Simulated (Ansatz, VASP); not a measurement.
**Al2GaP3: VASP beside Ansatz**

The input POSCAR:

```
Al2GaP3
1.0
    3.8292289789      0.0000000000      0.0000000000
   -1.9146144894      3.3162095726      0.0000000000
    0.0000000000      0.0000000000      9.3781379035
Al Ga P
2 1 3
Direct
    0.0000000000      0.0000000000      0.0001896586
    0.6666666667      0.3333333333      0.6661207826
    0.3333333333      0.6666666667      0.3335091645
    0.6666666667      0.3333333333      0.9167540636
    0.3333333333      0.6666666667      0.5832435861
    0.0000000000      0.0000000000      0.2501827445
```

INCAR.step1

```
ALGO = Normal ; EDIFF = 1E-4
ENCUT = 520 ; GGA = PE
ISMEAR = 0 ; LASPH = T
LCHARG = F ; LREAL = F
LWAVE = T ; NBANDS = 26
NELM = 100 ; PREC = Accurate
SIGMA = 0.01
```

Contents of INCAR.step2:

```
ALGO = Normal ; EDIFF = 1E-6
ENCUT = 520 ; ISIF = 2
ISMEAR = 0 ; ISTART = 1
LASPH = T ; LCHARG = F
LMIXTAU = T ; LREAL = F
LWAVE = F ; METAGGA = R2SCAN
NBANDS = 26 ; NELM = 100
PREC = Accurate ; SIGMA = 0.01
```

KPOINTS

```
k-points
0
Gamma
  6 6 2
```

Input for Ansatz:

```yaml
crystal:
  lattice:
    - [3.8292289789, 0.0, 0.0]
    - [-1.9146144894, 3.3162095726, 0.0]
    - [0.0, 0.0, 9.3781379035]
  atoms:
    - { symbol: Al, position: [0.0, 0.0, 0.0001896586] }
    - { symbol: Al, position: [0.6666666667, 0.3333333333, 0.6661207826] }
    - { symbol: Ga, position: [0.3333333333, 0.6666666667, 0.3335091645] }
    - { symbol: P, position: [0.6666666667, 0.3333333333, 0.9167540636] }
    - { symbol: P, position: [0.3333333333, 0.6666666667, 0.5832435861] }
    - { symbol: P, position: [0.0, 0.0, 0.2501827445] }
kpoints:
  mp_grid: { grid: [6, 6, 2] }
hamiltonian:
  xc: r2scan
scf:
  occupations: { method: fixed }
  n_extra_bands: 5
output:
  forces: true
  stress: true
  eigenvalues: true
```

Alike in both runs: task single point; functional r2SCAN; k mesh 6 × 6 × 2; no spin polarisation.

|  | VASP | Ansatz |
| --- | --- | --- |
| version | VASP 6.6.1 | Ansatz 0.2.0 |
| potentials or method | VASP PAW PBE potentials, release 64 (Al, Ga_d, P) | plane waves, PAW |
| plane-wave cutoff (eV) | 520 | 500 |
| occupations | gaussian, width 0.01 eV | fixed |
| valence electrons in the cell | 34 | 34 |

```tsv
	VASP	Ansatz	Ansatz less VASP
gap on the k mesh at the Fermi level (eV)	1.81	1.81	-0.002
pressure (GPa)	2.7	2.9	+0.24
traceless stress, the component that is largest in VASP (GPa)	-0.08	-0.09	-0.010
rms of the force components (eV/Å)	0.006	0.003	-0.0033
```

VASP's potentials were made for PBE, not for r2SCAN. Atom by atom the forces differ by 0.008 eV/Å (rms over components).
